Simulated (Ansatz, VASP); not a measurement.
# One calculation of Cu, two programs

INCAR

```
SYSTEM = Cu
ALGO = Fast
EDIFF = 1E-6
ENCUT = 520
GGA = PE
ISIF = 2
ISMEAR = 0
LASPH = .TRUE.
LCHARG = .FALSE.
LREAL = .FALSE.
LWAVE = .FALSE.
NBANDS = 18
NELM = 60
PREC = Accurate
SIGMA = 0.15
```

KPOINTS

```
k-points
0
G
  21 21 12
  0 0 0
```

File POSCAR:

```
Cu
1.0
    2.7758279091      0.0000000000      0.0000000000
   -1.3879139546      2.4039374858      0.0000000000
    0.0000000000      0.0000000000      4.0177333157
Cu
2
Direct
    0.3333333333      0.6666666667      0.2500000000
    0.6666666667      0.3333333333      0.7500000000
```

Input for Ansatz:

```yaml
crystal:
  lattice:
    - [2.7758279091, 0.0, 0.0]
    - [-1.3879139546, 2.4039374858, 0.0]
    - [0.0, 0.0, 4.0177333157]
  atoms:
    - { symbol: Cu, position: [0.3333333333, 0.6666666667, 0.25] }
    - { symbol: Cu, position: [0.6666666667, 0.3333333333, 0.75] }
basis:
  ecutwfc: 520.0
kpoints:
  mp_grid: { grid: [21, 21, 12] }
hamiltonian:
  xc: pbe
scf:
  occupations: { method: gaussian, width: 0.15 }
output:
  forces: true
  stress: true
  eigenvalues: true
```

Alike in both runs: task single point; functional PBE; k mesh 21 × 21 × 12; occupations gaussian, width 0.15 eV; no spin polarisation.

```csv
,VASP,Ansatz
version,VASP 6.6.1,Ansatz 0.2.0
potentials or method,"VASP PAW PBE potentials, release 64 (Cu), cutoff 520 eV","scalar-relativistic, plane waves, PAW"
valence electrons in the cell,22,38
```

|  | VASP | Ansatz | Ansatz less VASP |
| --- | --- | --- | --- |
| gap on the k mesh at the Fermi level (eV) | none | none | - |
| pressure (GPa) | -9.0 | -10.2 | -1.19 |
| traceless stress, the component that is largest in VASP (GPa) | 6.95 | 6.98 | +0.033 |

A gap of «none» marks a metal or a gap that the smearing closes. VASP's potentials hold 22 valence electrons a cell and Ansatz's 38, so a difference there can come from the potentials and not from the codes.
